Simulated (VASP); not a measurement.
# Ir2O (P6/mmm) in VASP: further runs

The runs below take Ir2O through single point, relaxation of cell and atoms, with PBE.

Program: VASP 6.6.1. These are calculated values, not measurements. Logs are shortened: lines on timing, memory, paths and dates and some standing lists are left out, and cuts for length are marked.

### 1 The cell of the first run

The structure is hexagonal, space group P6/mmm (No. 191). The conventional cell has a = 4.234 Å, b = 4.234 Å, c = 2.632 Å, α = 90.00°, β = 90.00°, γ = 120.00°. Ir (site symmetry -6m2) has 5 Ir at 2.44 to 2.63 Å and 6 O at 2.78 Å within 3.2 Å. O (site symmetry 6/mmm) has 2 O at 2.63 Å and 12 Ir at 2.78 Å within 3.5 Å.

The cell was generated, and may not be a known phase.

### 2 Single point, PBE

INCAR

```
SYSTEM = Ir2O
ALGO = Normal
EDIFF = 1E-6
ENCUT = 520
GGA = PE
ISIF = 2
ISMEAR = 0
LASPH = .TRUE.
LCHARG = .TRUE.
LELF = .TRUE.
LREAL = .FALSE.
LVHAR = .TRUE.
LWAVE = .FALSE.
NBANDS = 19
NELM = 80
PREC = Accurate
SIGMA = 0.1
```

KPOINTS

```
k-points
0
G
  12 12 18
  0 0 0
```

POSCAR

```
Ir2O
1.0
    4.2337961843      0.0000000000      0.0000000000
   -2.1168980921      3.6665750500      0.0000000000
    0.0000000000      0.0000000000      2.6320356345
Ir O
2 1
Direct
    0.3333333333      0.6666666667      0.5000000000
    0.6666666667      0.3333333333      0.5000000000
    0.0000000000      0.0000000000      0.0000000000
```

Potentials or basis: VASP PAW PBE potentials, release 64 (Ir, O).

Started as:

```sh
> cat potpaw_PBE.64/Ir/POTCAR potpaw_PBE.64/O/POTCAR > POTCAR
> mpirun -np 1 vasp_std > vasp.out
```

OUTCAR:

```text
SYSTEM = Ir2O
   EDIFF = 1E-6
   ENCUT = 520
   GGA = PE
   ISIF = 2
   ISMEAR = 0
   LASPH = .TRUE.
   LREAL = .FALSE.
   NELM = 80
   PREC = Accurate

 ion  position               nearest neighbor table
   1  0.333  0.667  0.500-   2 2.44   2 2.44   2 2.44
   2  0.667  0.333  0.500-   1 2.44   1 2.44   1 2.44
   3  0.000  0.000  0.000-

  LATTYP: Found a hexagonal cell.
 ALAT       =     4.2337961843
 C/A-ratio  =     0.6216727306

  Lattice vectors:

 A1 = (   4.2337961843,   0.0000000000,   0.0000000000)
 A2 = (  -2.1168980921,   3.6665750500,   0.0000000000)
 A3 = (   0.0000000000,   0.0000000000,   2.6320356345)

Analysis of symmetry for initial positions (statically):
=====================================================================
 Subroutine PRICEL returns:
 Original cell was already a primitive cell.

 Routine SETGRP: Setting up the symmetry group for a
 hexagonal supercell.

 Subroutine GETGRP returns: Found 24 space group operations
 (whereof 24 operations were pure point group operations)
 out of a pool of 24 trial point group operations.

The static configuration has the point symmetry D_6h.

Analysis of symmetry for dynamics (positions and initial velocities):
=====================================================================
 Subroutine PRICEL returns:
 Original cell was already a primitive cell.

 Routine SETGRP: Setting up the symmetry group for a
 hexagonal supercell.

 Subroutine GETGRP returns: Found 24 space group operations
 (whereof 24 operations were pure point group operations)
 out of a pool of 24 trial point group operations.

The dynamic configuration has the point symmetry D_6h.

 Subroutine INISYM returns: Found 24 space group operations
 (whereof 24 operations are pure point group operations),
 and found     1 'primitive' translations

----------------------------------------------------------------------------------------

                                     Primitive cell

  volume of cell :      40.8585

  direct lattice vectors                    reciprocal lattice vectors
     4.233796184  0.000000000  0.000000000     0.236194648  0.136367044  0.000000000
    -2.116898092  3.666575050  0.000000000     0.000000000  0.272734087  0.000000000
     0.000000000  0.000000000  2.632035635     0.000000000  0.000000000  0.379934066

  length of vectors
     4.233796184  4.233796184  2.632035635     0.272734087  0.272734087  0.379934066

  position of ions in fractional coordinates (direct lattice)
     0.333333333  0.666666667  0.500000000
     0.666666667  0.333333333  0.500000000
     0.000000000  0.000000000  0.000000000

  ion indices of the primitive-cell ions
   primitive index   ion index
                 1           1
                 2           2
                 3           3

----------------------------------------------------------------------------------------

 KPOINTS: k-points

Automatic generation of k-mesh.
 Grid dimensions read from file:
 generate k-points for:   12   12   18

 Generating k-lattice:

  Cartesian coordinates                     Fractional coordinates (reciprocal lattice)
     0.019682887  0.011363920  0.000000000     0.083333333  0.000000000  0.000000000
     0.000000000  0.022727841  0.000000000     0.000000000  0.083333333  0.000000000
     0.000000000  0.000000000  0.021107448     0.000000000  0.000000000  0.055555556

  Length of vectors
     0.022727841  0.022727841  0.021107448

  Shift w.r.t. Gamma in fractional coordinates (k-lattice)
     0.000000000  0.000000000  0.000000000

 Subroutine IBZKPT returns following result:
 ===========================================

 Found    190 irreducible k-points:

 Following reciprocal coordinates:
            Coordinates               Weight
  0.000000  0.000000  0.000000      1.000000
  0.083333 -0.000000  0.000000      6.000000
  0.166667  0.000000  0.000000      6.000000
  0.250000 -0.000000  0.000000      6.000000
  0.333333 -0.000000  0.000000      6.000000
  0.416667  0.000000  0.000000      6.000000
[... 16 lines left out ...]
  0.250000 -0.000000  0.055556     12.000000
  0.333333 -0.000000  0.055556     12.000000
 [... further k-points ...]
   k-points           NKPTS =    190   k-points in BZ     NKDIM =    190   number of bands    NBANDS=     19
   number of dos      NEDOS =    301   number of ions     NIONS =      3
   total plane-waves  NPLWV =  20480
   dimension x,y,z NGX =    32 NGY =   32 NGZ =   20
   dimension x,y,z NGXF=    64 NGYF=   64 NGZF=   40
   ions per type =               2   1
   NGX,Y,Z   is equivalent  to a cutoff of  12.57, 12.57, 12.63 a.u.
   NGXF,Y,Z  is equivalent  to a cutoff of  25.13, 25.13, 25.26 a.u.
 SYSTEM =  Ir2O
   PREC   = accura    normal or accurate (medium, high low for compatibility)
   ISTART =      0    job   : 0-new  1-cont  2-samecut
   ICHARG =      2    charge: 1-file 2-atom 10-const
   ISPIN  =      1    spin polarized calculation?
   LNONCOLLINEAR =      F non collinear calculations
   LSORBIT =      F    spin-orbit coupling
   LASPH  =      T    aspherical Exc in radial PAW
   ENCUT  =  520.0 eV  38.22 Ry    6.18 a.u.   7.87  7.87  4.89*2*pi/ulx,y,z
   NELM   =     80;   NELMIN=  2; NELMDL= -5     # of ELM steps
   EDIFF  = 0.1E-05   stopping-criterion for ELM
   LREAL  =      F    real-space projection
   EDIFFG = 0.1E-04   stopping-criterion for IOM
   NSW    =      0    number of steps for IOM
   IBRION =     -1    ionic relax: 0-MD 1-quasi-New 2-CG
   NFREE  =      0    steps in history (QN), initial steepest desc. (CG)
   ISIF   =      2    stress and relaxation
   ISYM   =      2    0-nonsym 1-usesym 2-fastsym
   POTIM  = 0.5000    time-step for ionic-motion
   TEBEG  =    0.0;   TEEND  =   0.0 temperature during run
   PSTRESS=    0.0 pullay stress
   NELECT =      24.0000    total number of electrons
   NUPDOWN=      -1.0000    fix difference up-down
   EMIN   =  10.00;   EMAX   =-10.00  energy-range for DOS
   EFERMI =   0.00;   METHOD = LEGACY
   ISMEAR =     0;   SIGMA  =   0.10  broadening in eV -4-tet -1-fermi 0-gaus
   EFERMI_NEDOS =   21; number of points for ismear=-14 and -15
   IALGO  =     38    algorithm
   IMIX   =      4    mixing-type and parameters
     AMIX     =   0.40;   BMIX     =  1.00
     AMIX_MAG =   1.60;   BMIX_MAG =  1.00
  volume/ion in A,a.u.               =      13.62        91.91
  Fermi-wavevector in a.u.,A,eV,Ry     =   1.371043  2.590896 25.575681  1.879760
  Thomas-Fermi vector in A             =   2.496775
   LORBIT       =      0    0 simple, 1 ext, 2 COOP (PROOUT), +10 PAW based schemes
   GGA     = PE    functional components
   LHFCALC =     F    Hartree Fock is set to
   AEXX    =    0.0000 exact exchange contribution
   IVDW    =     0    specifies the selected vdW correction
   LEPSILON=     F    determine dielectric tensor
   LRPA    =     F    only Hartree local field effects (RPA)
 non-spin polarized calculation
 Gauss-broadening in eV      SIGMA  =   0.10
  energy-cutoff  :      520.00
  volume of cell :       40.86
 maximum number of plane-waves:      1120
 NGX is ok and might be reduce to    32
   NGX = 15   NGY = 15   NGZ =  9

 number of electron      23.9999996 magnetization

 Free energy of the ion-electron system (eV)
  ---------------------------------------------------
  ext. energy  EPLUGINS =         0.00000000
  ---------------------------------------------------
  free energy    TOTEN  =       -19.44878611 eV

  energy without entropy =      -19.43142370  energy(sigma->0) =      -19.44010491

 E-fermi :   6.8855     XC(G=0): -12.7516

 val. band max:        6.8831422530   @ k =   0.3333  -0.0000   0.3889
 cond. band min:       6.8867032451   @ k =   0.0833   0.0833   0.0556
 fundamental gap:      0.0035609921
 Fermi energy:         6.8854700326

 k-point     1 :       0.0000    0.0000    0.0000
  band No.  band energies     occupation
      1     -10.7905      2.00000
      2       0.1635      2.00000
      3       1.3784      2.00000
      4       1.6265      2.00000
      5       1.6265      2.00000
      6       2.4637      2.00000
[... 11 lines left out ...]
     18      16.7949      0.00000
     19      21.6065      0.00000

 k-point     2 :       0.0833   -0.0000    0.0000
  band No.  band energies     occupation
      1     -10.7765      2.00000
      2      -0.0173      2.00000
      3       1.1470      2.00000
      4       1.6239      2.00000
      5       2.1374      2.00000
      6       2.4203      2.00000
[... 11 lines left out ...]
     18      17.1977      0.00000
     19      21.5894      0.00000

 k-point     3 :       0.1667    0.0000    0.0000
  band No.  band energies     occupation
      1     -10.7388      2.00000
      2      -0.3623      2.00000
      3       1.1050      2.00000
      4       1.6113      2.00000
      5       2.2878      2.00000
      6       2.5562      2.00000
[... 11 lines left out ...]
     18      18.0599      0.00000
     19      21.4419      0.00000

 k-point     4 :       0.2500   -0.0000    0.0000
  band No.  band energies     occupation
      1     -10.6892      2.00000
      2      -0.6188      2.00000
      3       1.1875      2.00000
      4       1.5814      2.00000
      5       2.0540      2.00000
      6       2.4806      2.00000
[... 407 lines left out ...]
     18      18.1417      0.00000
     19      21.5181      0.00000

 k-point    23 :       0.2500   -0.0000    0.0556
  band No.  band energies     occupation
      1     -10.6657      2.00000
      2      -0.5326      2.00000
      3       1.2668      2.00000
      4       1.6069      2.00000
      5       2.1673      2.00000
      6       2.5009      2.00000
[... 11 lines left out ...]
     18      18.8187      0.00000
     19      21.6106      0.00000

 k-point    24 :       0.3333   -0.0000    0.0556
  band No.  band energies     occupation
      1     -10.6199      2.00000
      2      -0.6245      2.00000
      3       1.3907      2.00000
      4       1.5630      2.00000
      5       1.8173      2.00000
      6       2.3068      2.00000
[... 11 lines left out ...]
     18      18.8449      0.00000
     19      22.0799      0.00000

 [... further k-points ...]

------------------------ aborting loop because EDIFF is reached ----------------------------------------

  FORCE on cell =-STRESS in cart. coord.  units (eV):
  Direction    XX          YY          ZZ          XY          YZ          ZX
  --------------------------------------------------------------------------------------
  -------------------------------------------------------------------------------------
  Total        0.0142852      0.0142852     -0.0008946      0.0000000      0.0000000     -0.0000000
  in kB        0.5601616      0.5601616     -0.0350798      0.0000000      0.0000000     -0.0000000
  external PRESSURE =       0.3617478 kB  Pullay stress =       0.0000000 kB

 VOLUME and BASIS-vectors are now :
 -----------------------------------------------------------------------------
  energy-cutoff  :      520.00
  volume of cell :       40.86
      direct lattice vectors                 reciprocal lattice vectors
     4.233796184  0.000000000  0.000000000     0.236194648  0.136367044  0.000000000
    -2.116898092  3.666575050  0.000000000     0.000000000  0.272734087  0.000000000
     0.000000000  0.000000000  2.632035635     0.000000000  0.000000000  0.379934066

 POSITION                                       TOTAL-FORCE (eV/Angst)
 -----------------------------------------------------------------------------------
     -0.00000      2.44438      1.31602         0.000000      0.000000      0.000000
      2.11690      1.22219      1.31602         0.000000     -0.000000      0.000000
      0.00000      0.00000      0.00000        -0.000000      0.000000      0.000000
 -----------------------------------------------------------------------------------
    total drift:                               -0.000000      0.000000      0.000000

  FREE ENERGIE OF THE ION-ELECTRON SYSTEM (eV)
  ---------------------------------------------------
  free  energy   TOTEN  =       -19.4487861148 eV

  energy  without entropy=      -19.4314237017  energy(sigma->0) =      -19.44010491
```

Run time: 38 s. Hardware: 1 thread of Intel Xeon 6975P-C (Granite Rapids), shared host; peak memory 0.26 GiB.

Results:

```
Free energy            : -19.4488 eV
Pressure               : 0.0 GPa
Band gap on the k mesh : zero (bands 12 and 13 overlap by 1.43 eV)
```

Caveat: spin-orbit coupling is left out, which moves the levels of the heavy elements.

### 3 Relaxation of cell and atoms, PBE, collinear spin

This run uses another cell than the first one, of 13.10 Å³/atom.

INCAR

```
ALGO = Normal
EDIFF = 1E-6
EDIFFG = -0.04
ENCUT = 600
GGA = PE
IBRION = 2
ISIF = 3
ISMEAR = 0
ISPIN = 2
LASPH = True
LCHARG = False
LMAXMIX = 4
LORBIT = 11
LREAL = False
LWAVE = False
MAGMOM = 1 1 0
NELM = 150
NSW = 90
PREC = Accurate
SIGMA = 0.1
```

KPOINTS

```
k-points
0
Gamma
  6 6 6
```

POSCAR

```
Ir2O
1.0
    3.5410710800      0.0000000000      0.0000000000
   -1.7705355400      3.0666575100      0.0000000000
    0.0000000000      0.0000000000      3.6197613600
Ir O
2 1
Direct
    0.3333333300      0.6666666700      0.5000000000
    0.6666666700      0.3333333300      0.5000000000
    0.0000000000      0.0000000000      0.0000000000
```

Potentials or basis: VASP PAW PBE potentials, release 64 (Ir, O).

Started as:

```sh
> cat potpaw_PBE.64/Ir/POTCAR potpaw_PBE.64/O/POTCAR > POTCAR
> mpirun -np 1 vasp_std > vasp.out
```

Wall time 4.5 min (1 thread of Intel Xeon 6975P-C (Granite Rapids), shared host); peak memory 0.23 GiB.

It converged, with:

```
Free energy                                           : -19.2729 eV
Relaxed volume                                        : 13.66 Å³/atom
Relaxed cell                                          : a = 4.220 Å, b = 4.220 Å, c = 2.656 Å, α = 90.00°, β = 90.00°, γ = 120.00°
Space group after relaxing (to 0.1 Å)                 : P6/mmm (No. 191)
Pressure after relaxing                               : 0.1 GPa
Band gap on the k mesh                                : zero (filled and empty bands overlap)
Net moment                                            : 0.00 μB per cell
Valence electrons inside the program's atomic spheres : Ir 8.20; O 4.75
```

Stress tensor (GPa, compression positive):
```
 0.30  0.00  0.00
 0.00  0.30  0.00
 0.00  0.00 -0.23
```

Final structure:
```
Ir O
1.0
     4.22014    0.00000    0.00000
    -2.11007    3.65475    0.00000
     0.00000    0.00000    2.65633
Ir O
2 1
Cartesian
  0.0000 2.4365 1.3282
  2.1101 1.2182 1.3282
  0.0000 0.0000 0.0000
```

Levels at points of the mesh, in eV from the Fermi level:
Spin up:
| k point | band 10 | band 11 | band 12 | band 13 | band 14 | band 15 |
| --- | --- | --- | --- | --- | --- | --- |
| (0.00, 0.00, 0.00) | -1.66 | -0.73 | 0.31 | 0.31 | 0.66 | 0.66 |
| (0.50, 0.00, 0.00) | -0.94 | -0.02 | 0.01 | 0.06 | 0.13 | 1.03 |
| (0.00, 0.00, 0.50) | -2.41 | -1.43 | 0.25 | 0.25 | 1.22 | 2.83 |
| (0.50, 0.00, 0.50) | -0.96 | -0.88 | 0.49 | 1.73 | 1.87 | 5.55 |
Spin down:
```tsv
k point	band 9	band 10	band 11	band 12	band 13	band 14	band 15	band 16
(0.00, 0.00, 0.00)	-1.66	-1.66	-0.73	0.31	0.31	0.66	0.66	6.20
(0.50, 0.00, 0.00)	-1.93	-0.94	-0.02	0.01	0.06	0.13	1.03	3.16
(0.00, 0.00, 0.50)	-2.41	-2.41	-1.43	0.25	0.25	1.22	2.83	5.53
(0.50, 0.00, 0.50)	-1.18	-0.96	-0.88	0.49	1.73	1.87	5.55	5.66
```

Caveat: a cell axis changed by over 15 % at a fixed basis, so the end point is rough; spin-orbit coupling is left out, which moves the levels of the heavy elements.

(Continued in part 2 of 2.)

The gap in the log of VASP goes by the Fermi energy; the results here count the filled bands.